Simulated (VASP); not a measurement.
# Br (I4/mmm) in VASP: a series of runs

Runs on Br. Level: PBE+D3(BJ). Tasks: single point.

Everything below comes from runs of VASP 6.6.1. Logs are shortened: lines on timing, memory, paths and dates and some standing lists are left out, and cuts for length are marked.

## 1. The cell of the first run

Symmetry: I4/mmm, No. 139, tetragonal system. Conventional cell: a = 2.701 Å, b = 2.701 Å, c = 7.106 Å, α = 90.00°, β = 90.00°, γ = 90.00°. Br (site symmetry 4/mmm) has 4 Br at 2.70 Å within 3.6 Å.

## 2. Single point, PBE+D3(BJ)

Input file INCAR:

```
SYSTEM = Br
PREC = Accurate
ENCUT = 520
EDIFF = 1E-6
ISMEAR = 0
SIGMA = 0.15
LREAL = .False.
LASPH = .True.
NELM = 80
ALGO = Fast
ISIF = 2
LWAVE = .False.
LCHARG = .False.
GGA = PE
IVDW = 12
NBANDS = 10
```

Input file KPOINTS:

```
Automatic mesh
0
Gamma
  22 22 22
  0 0 0
```

Input file POSCAR:

```
Br
1.0
   -1.3505500000      1.3505500000      3.5532137791
    1.3505500000     -1.3505500000      3.5532137791
    1.3505500000      1.3505500000     -3.5532137791
Br
1
Direct
    0.0000000000      0.0000000000      0.0000000000
```

Potentials or basis: VASP PAW PBE potentials, release 64 (Br).

Run with:

```sh
cat potpaw_PBE.64/Br/POTCAR > POTCAR
mpirun -np 1 vasp_std > vasp.out
```

OUTCAR:

```text
SYSTEM = Br
   PREC = Accurate
   ENCUT = 520
   EDIFF = 1E-6
   ISMEAR = 0
   LREAL = .False.
   LASPH = .True.
   NELM = 80
   ISIF = 2
   GGA = PE
   IVDW = 12
 IVDW          = 12

 ion  position               nearest neighbor table
   1  0.000  0.000  0.000-

  LATTYP: Found a body centered tetragonal cell.
 ALAT       =     2.7011000000
 C/A-ratio  =     2.6309383430

  Lattice vectors:

 A1 = (  -1.3505500000,   1.3505500000,   3.5532137791)
 A2 = (   1.3505500000,  -1.3505500000,   3.5532137791)
 A3 = (   1.3505500000,   1.3505500000,  -3.5532137791)

Analysis of symmetry for initial positions (statically):
=====================================================================
 Subroutine PRICEL returns:
 Original cell was already a primitive cell.

 Routine SETGRP: Setting up the symmetry group for a
 body centered tetragonal supercell.

 Subroutine GETGRP returns: Found 16 space group operations
 (whereof 16 operations were pure point group operations)
 out of a pool of 16 trial point group operations.

The static configuration has the point symmetry D_4h.

Analysis of symmetry for dynamics (positions and initial velocities):
=====================================================================
 Subroutine PRICEL returns:
 Original cell was already a primitive cell.

 Routine SETGRP: Setting up the symmetry group for a
 body centered tetragonal supercell.

 Subroutine GETGRP returns: Found 16 space group operations
 (whereof 16 operations were pure point group operations)
 out of a pool of 16 trial point group operations.

The dynamic configuration has the point symmetry D_4h.

 Subroutine INISYM returns: Found 16 space group operations
 (whereof 16 operations are pure point group operations),
 and found     1 'primitive' translations

----------------------------------------------------------------------------------------

                                     Primitive cell

  volume of cell :      25.9240

  direct lattice vectors                    reciprocal lattice vectors
    -1.350550000  1.350550000  3.553213779     0.000000000  0.370219540  0.140717680
     1.350550000 -1.350550000  3.553213779     0.370219540  0.000000000  0.140717680
     1.350550000  1.350550000 -3.553213779     0.370219540  0.370219540  0.000000000

  length of vectors
     4.034017695  4.034017695  4.034017695     0.396060568  0.396060568  0.523569495

  position of ions in fractional coordinates (direct lattice)
     0.000000000  0.000000000  0.000000000

  ion indices of the primitive-cell ions
[... 81 lines left out ...]
   ISYM   =      2    0-nonsym 1-usesym 2-fastsym
   POTIM  = 0.5000    time-step for ionic-motion
   TEBEG  =    0.0;   TEEND  =   0.0 temperature during run
   PSTRESS=    0.0 pullay stress
   NELECT =       7.0000    total number of electrons
   NUPDOWN=      -1.0000    fix difference up-down
   EMIN   =  10.00;   EMAX   =-10.00  energy-range for DOS
   EFERMI =   0.00;   METHOD = LEGACY
   ISMEAR =     0;   SIGMA  =   0.15  broadening in eV -4-tet -1-fermi 0-gaus
   EFERMI_NEDOS =   21; number of points for ismear=-14 and -15
   IALGO  =     68    algorithm
   IMIX   =      4    mixing-type and parameters
     AMIX     =   0.40;   BMIX     =  1.00
     AMIX_MAG =   1.60;   BMIX_MAG =  1.00
  volume/ion in A,a.u.               =      25.92       174.94
  Fermi-wavevector in a.u.,A,eV,Ry     =   1.058132  1.999580 15.233680  1.119644
  Thomas-Fermi vector in A             =   2.193430
   LORBIT       =      0    0 simple, 1 ext, 2 COOP (PROOUT), +10 PAW based schemes
   GGA     = PE    functional components
   LHFCALC =     F    Hartree Fock is set to
   AEXX    =    0.0000 exact exchange contribution
   IVDW    =    12    specifies the selected vdW correction
   LEPSILON=     F    determine dielectric tensor
   LRPA    =     F    only Hartree local field effects (RPA)
 non-spin polarized calculation
 RMM-DIIS sequential band-by-band and
 Gauss-broadening in eV      SIGMA  =   0.15
  energy-cutoff  :      520.00
  volume of cell :       25.92
 maximum number of plane-waves:       715
 NGX is ok and might be reduce to    30

 number of electron       6.9999998 magnetization

 Free energy of the ion-electron system (eV)
  ---------------------------------------------------
  ext. energy  EPLUGINS =         0.00000000
  ---------------------------------------------------
  free energy    TOTEN  =        -1.32997093 eV

  energy without entropy =       -1.32518061  energy(sigma->0) =       -1.32757577

 E-fermi :   2.9739     XC(G=0):  -9.0990

 val. band max:        2.9735694036   @ k =  -0.2273  -0.2727   0.1818
 cond. band min:       2.9802525040   @ k =  -0.2727  -0.2727   0.1818
 fundamental gap:      0.0066831004
 Fermi energy:         2.9739141942

 k-point     1 :       0.0000    0.0000    0.0000
  band No.  band energies     occupation
      1     -14.5993      2.00000
      2      -0.3601      2.00000
      3       4.1112      0.00000
      4       4.1112      0.00000
      5       7.5673      0.00000
      6      12.3224      0.00000
      7      13.5570      0.00000
      8      19.3889      0.00000
      9      19.3889      0.00000
     10      19.8628      0.00000
[... 287 lines left out ...]
 k-point    24 :      -0.4545    0.0455   -0.0000
  band No.  band energies     occupation
      1     -12.4074      2.00000
      2      -4.1310      2.00000
      3       0.4285      2.00000
      4       5.0671      0.00000
      5       8.6055      0.00000
      6      14.4715      0.00000
      7      15.5596      0.00000
      8      17.4936      0.00000
      9      18.6593      0.00000
     10      21.3681      0.00000

 [... further k-points ...]

------------------------ aborting loop because EDIFF is reached ----------------------------------------

 Edisp (eV)   -0.27959

 E8    (eV) :    -0.1104

  FORCE on cell =-STRESS in cart. coord.  units (eV):
  Direction    XX          YY          ZZ          XY          YZ          ZX
  --------------------------------------------------------------------------------------
  -------------------------------------------------------------------------------------
  Total       1.83654     1.83654    -0.02571     0.00000    -0.00000     0.00000
  in kB     113.50347   113.50347    -1.58872     0.00000    -0.00000     0.00000
  external pressure =       75.14 kB  Pullay stress =        0.00 kB

 VOLUME and BASIS-vectors are now :
 -----------------------------------------------------------------------------
  energy-cutoff  :      520.00
  volume of cell :       25.92
      direct lattice vectors                 reciprocal lattice vectors
    -1.350550000  1.350550000  3.553213779     0.000000000  0.370219540  0.140717680
     1.350550000 -1.350550000  3.553213779     0.370219540  0.000000000  0.140717680
     1.350550000  1.350550000 -3.553213779     0.370219540  0.370219540  0.000000000

 POSITION                                       TOTAL-FORCE (eV/Angst)
 -----------------------------------------------------------------------------------
      0.00000      0.00000      0.00000        -0.000000      0.000000     -0.000000
 -----------------------------------------------------------------------------------
    total drift:                                0.000000      0.000000     -0.000000

  FREE ENERGIE OF THE ION-ELECTRON SYSTEM (eV)
  ---------------------------------------------------
  free  energy   TOTEN  =        -1.6095649249 eV

  energy  without entropy=       -1.6047745990  energy(sigma->0) =       -1.60716976
```

stdout:

```text
POSCAR found type information on POSCAR Br
 POSCAR found :  1 types and       1 ions
 scaLAPACK will be used
 LDA part: xc-table for (Slater+PW92), standard interpolation
 POSCAR, INCAR and KPOINTS ok, starting setup
 FFT: planning ... GRIDC
 FFT: planning ... GRID_SOFT
 FFT: planning ... GRID
 WAVECAR not read
 entering main loop
```

Run time: 3.8 min. Hardware: 1 thread of Oxide Virtual Turin-like, shared host; peak memory 0.3 GiB.

What came out:

- Free energy: -1.6096 eV
- Pressure: 7.5 GPa
- Band gap on the k mesh: zero (an odd number of electrons rules out a gap without spin polarisation)
- Dispersion energy per atom: -0.280 eV

Stress tensor (GPa, compression positive):
```
11.35  0.00  0.00
 0.00 11.35  0.00
 0.00  0.00 -0.16
```

Caveat: the stress differs along the axes, from -0 to 11 GPa; an odd number of electrons without spin polarisation forces a metal; a magnetic or distorted state may lie lower.

## 3. Single point, PBE+D3(BJ)

This run uses another cell than the first one, of the same volume but with other edges.

Input file INCAR:

```
PREC     = Accurate       # precision mode
ENCUT    = 520            # plane-wave cutoff, eV
EDIFF    = 1E-6           # SCF threshold, eV
ISMEAR   = 0              # smearing method
SIGMA    = 0.15           # smearing width, eV
LREAL    = False          # projectors in reciprocal space
LASPH    = True           # aspherical terms in the spheres
NELM     = 80             # most SCF steps
ALGO     = Fast           # electronic algorithm
ISIF     = 2              # what is computed and relaxed
LWAVE    = False          # write WAVECAR
LCHARG   = False          # write CHGCAR
GGA      = PE             # functional
IVDW     = 12             # dispersion correction
NBANDS   = 10             # bands
```

Input file KPOINTS:

```
regular mesh
0
Gamma
  22 22 22
```

Input file POSCAR:

```
Br
1.0
   -1.4216501623      1.4216501623      3.2121000000
    1.4216501623     -1.4216501623      3.2121000000
    1.4216501623      1.4216501623     -3.2121000000
Br
1
Direct
    0.0000000000      0.0000000000      0.0000000000
```

Potentials or basis: VASP PAW PBE potentials, release 64 (Br).

Run with:

```sh
cat potpaw_PBE.64/Br/POTCAR > POTCAR
mpirun -np 1 vasp_std > vasp.out
```

OUTCAR:

```text
PREC = Accurate
   ENCUT = 520
   EDIFF = 1E-6
   ISMEAR = 0
   LREAL = False
   LASPH = True
   NELM = 80
   ISIF = 2
   GGA = PE
   IVDW = 12
 IVDW          = 12

 ion  position               nearest neighbor table
   1  0.000  0.000  0.000-

  LATTYP: Found a body centered tetragonal cell.
 ALAT       =     2.8433003246
 C/A-ratio  =     2.2594166168

  Lattice vectors:

 A1 = (  -1.4216501623,   1.4216501623,   3.2121000000)
 A2 = (   1.4216501623,  -1.4216501623,   3.2121000000)
 A3 = (   1.4216501623,   1.4216501623,  -3.2121000000)

Analysis of symmetry for initial positions (statically):
=====================================================================
 Subroutine PRICEL returns:
 Original cell was already a primitive cell.

 Routine SETGRP: Setting up the symmetry group for a
 body centered tetragonal supercell.

 Subroutine GETGRP returns: Found 16 space group operations
 (whereof 16 operations were pure point group operations)
 out of a pool of 16 trial point group operations.

The static configuration has the point symmetry D_4h.

Analysis of symmetry for dynamics (positions and initial velocities):
=====================================================================
 Subroutine PRICEL returns:
 Original cell was already a primitive cell.

 Routine SETGRP: Setting up the symmetry group for a
 body centered tetragonal supercell.

 Subroutine GETGRP returns: Found 16 space group operations
 (whereof 16 operations were pure point group operations)
 out of a pool of 16 trial point group operations.

The dynamic configuration has the point symmetry D_4h.

 Subroutine INISYM returns: Found 16 space group operations
 (whereof 16 operations are pure point group operations),
 and found     1 'primitive' translations

----------------------------------------------------------------------------------------

                                     Primitive cell

[... 112 lines left out ...]
   LORBIT       =      0    0 simple, 1 ext, 2 COOP (PROOUT), +10 PAW based schemes
   GGA     = PE    functional components
   LHFCALC =     F    Hartree Fock is set to
   AEXX    =    0.0000 exact exchange contribution
   IVDW    =    12    specifies the selected vdW correction
   LEPSILON=     F    determine dielectric tensor
   LRPA    =     F    only Hartree local field effects (RPA)
 non-spin polarized calculation
 RMM-DIIS sequential band-by-band and
 Gauss-broadening in eV      SIGMA  =   0.15
  energy-cutoff  :      520.00
  volume of cell :       25.97
 maximum number of plane-waves:       717
   NGX = 15   NGY = 15   NGZ = 15

 number of electron       7.0000001 magnetization

 Free energy of the ion-electron system (eV)
  ---------------------------------------------------
  ext. energy  EPLUGINS =         0.00000000
  ---------------------------------------------------
  free energy    TOTEN  =        -1.39044252 eV

  energy without entropy =       -1.38556757  energy(sigma->0) =       -1.38800504

 E-fermi :   2.3414     XC(G=0):  -9.2405

 val. band max:        2.3341964924   @ k =  -0.3182  -0.3182   0.2273
 cond. band min:       2.3443862214   @ k =  -0.4091  -0.4545   0.3182
 fundamental gap:      0.0101897289
 Fermi energy:         2.3414471748

 k-point     1 :       0.0000    0.0000    0.0000
  band No.  band energies     occupation
      1     -14.1274      2.00000
      2       0.7326      2.00000
      3       3.3776      0.00000
      4       3.3776      0.00000
      5       8.5908      0.00000
      6      12.3698      0.00000
      7      13.1026      0.00000
      8      17.7214      0.00000
      9      17.7214      0.00000
     10      19.0213      0.00000
[... 287 lines left out ...]
 k-point    24 :      -0.4545    0.0455    0.0000
  band No.  band energies     occupation
      1     -12.3522      2.00000
      2      -3.4781      2.00000
      3       0.5575      2.00000
      4       3.9668      0.00000
      5       8.8167      0.00000
      6      14.5402      0.00000
      7      15.5536      0.00000
      8      16.9060      0.00000
      9      19.8493      0.00000
     10      20.5627      0.00000

 [... further k-points ...]

------------------------ aborting loop because EDIFF is reached ----------------------------------------

 Edisp (eV)   -0.28392

 E8    (eV) :    -0.1132

  FORCE on cell =-STRESS in cart. coord.  units (eV):
  Direction    XX          YY          ZZ          XY          YZ          ZX
  --------------------------------------------------------------------------------------
  -------------------------------------------------------------------------------------
  Total       0.00015     0.00015     0.50280     0.00000     0.00000     0.00000
  in kB       0.00927     0.00927    31.02189     0.00000     0.00000     0.00000
  external pressure =       10.35 kB  Pullay stress =        0.00 kB

 VOLUME and BASIS-vectors are now :
 -----------------------------------------------------------------------------
  energy-cutoff  :      520.00
  volume of cell :       25.97
      direct lattice vectors                 reciprocal lattice vectors
    -1.421650162  1.421650162  3.212100000     0.000000000  0.351703966  0.155661405
     1.421650162 -1.421650162  3.212100000     0.351703966  0.000000000  0.155661405
     1.421650162  1.421650162 -3.212100000     0.351703966  0.351703966  0.000000000

 POSITION                                       TOTAL-FORCE (eV/Angst)
 -----------------------------------------------------------------------------------
      0.00000      0.00000      0.00000         0.000000     -0.000000     -0.000000
 -----------------------------------------------------------------------------------
    total drift:                                0.000000      0.000000     -0.000000

  FREE ENERGIE OF THE ION-ELECTRON SYSTEM (eV)
  ---------------------------------------------------
  free  energy   TOTEN  =        -1.6743650845 eV

  energy  without entropy=       -1.6694901329  energy(sigma->0) =       -1.67192761
```

stdout:

```text
POSCAR found type information on POSCAR Br
 POSCAR found :  1 types and       1 ions
 scaLAPACK will be used
 LDA part: xc-table for (Slater+PW92), standard interpolation
 POSCAR, INCAR and KPOINTS ok, starting setup
 FFT: planning ... GRIDC
 FFT: planning ... GRID_SOFT
 FFT: planning ... GRID
 WAVECAR not read
 entering main loop
```

It took 4.1 min on 1 thread of Oxide Virtual Turin-like, shared host; peak memory 0.29 GiB.

Results:

- Free energy: -1.6744 eV
- Pressure: 1.0 GPa
- Band gap on the k mesh: zero (an odd number of electrons rules out a gap without spin polarisation)
- Dispersion energy per atom: -0.284 eV

Stress tensor (GPa, compression positive):
```
0.00 0.00 0.00
0.00 0.00 0.00
0.00 0.00 3.10
```

Levels at points of the mesh, in eV from the Fermi level:
```csv
k point,band 2,band 3,band 4,band 5,band 6,band 7
"(0.00, 0.00, 0.00)",-1.61,1.04,1.04,6.25,10.03,10.76
"(0.50, 0.00, 0.00)",-5.97,-1.84,1.84,6.35,11.98,14.24
"(0.50, 0.50, 0.00)",-4.70,-4.10,-0.72,5.32,7.81,13.91
"(0.50, 0.50, 0.50)",-5.01,0.66,0.66,8.99,9.03,14.01
```

Caveat: an odd number of electrons without spin polarisation forces a metal; a magnetic or distorted state may lie lower.

(Continued in part 2 of 2.)
